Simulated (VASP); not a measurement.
## Ta2N: single point with LDA

Ta2N:

```
CELL_PARAMETERS angstrom
5.30050 0.00000 0.00000
-2.65025 4.59036 0.00000
0.00000 0.00000 4.75242
ATOMIC_POSITIONS crystal
Ta 0.71474 0.71474 0.75260
Ta 0.00000 0.28526 0.75260
Ta 0.28526 0.00000 0.75260
Ta 0.28526 0.28526 0.24740
Ta 0.00000 0.71474 0.24740
Ta 0.71474 0.00000 0.24740
N 0.66667 0.33333 0.50000
N 0.33333 0.66667 0.50000
N 0.00000 0.00000 0.00000
```

This cell differs from its parent crystal: c/a of the conventional cell at fixed volume 0.8966.

```
Program             : VASP 6.6.1
Task                : single point
Functional          : LDA
Potentials or basis : VASP PAW LDA potentials, release 64 (Ta_pv, N)
Cutoff              : 520 eV
k mesh              : 9 × 9 × 8
Occupations         : gaussian, width 0.15 eV
Spin                : no spin polarisation
```

The pressure is 28.5 GPa and the largest force is 9.863 eV/Å.

Forces in eV/Å, atoms in the order of the input:
```
Ta  -4.586 -7.943 -3.629
Ta  -4.586  7.943 -3.629
Ta   9.171  0.000 -3.629
Ta   4.586  7.943  3.629
Ta   4.586 -7.943  3.629
Ta  -9.171  0.000  3.629
N    0.000  0.000  0.000
N    0.000  0.000  0.000
N    0.000  0.000  0.000
```

Stress tensor (GPa, compression positive):
```
27.51  0.00  0.00
 0.00 27.51  0.00
 0.00  0.00 30.43
```

Levels at points of the mesh, in eV from the Fermi level:
| k point | band 37 | band 38 | band 39 | band 40 | band 41 | band 42 | band 43 | band 44 |
| --- | --- | --- | --- | --- | --- | --- | --- | --- |
| (0.00, 0.00, 0.00) | -1.53 | -0.57 | -0.30 | -0.30 | 0.05 | 0.32 | 0.32 | 1.21 |
| (0.00, 0.00, 0.50) | -1.25 | -1.20 | -1.17 | -1.17 | -0.57 | -0.23 | -0.23 | 1.74 |

Run time: 10 min on 1 thread of Oxide Virtual Turin-like Processor, with other jobs on the host, peak memory 0.39 GiB.

Caveat: spin-orbit coupling is left out, which moves the levels of the heavy elements; forces of over 1 eV/Å act on the atoms, so gaps and moduli don't describe the material at rest.
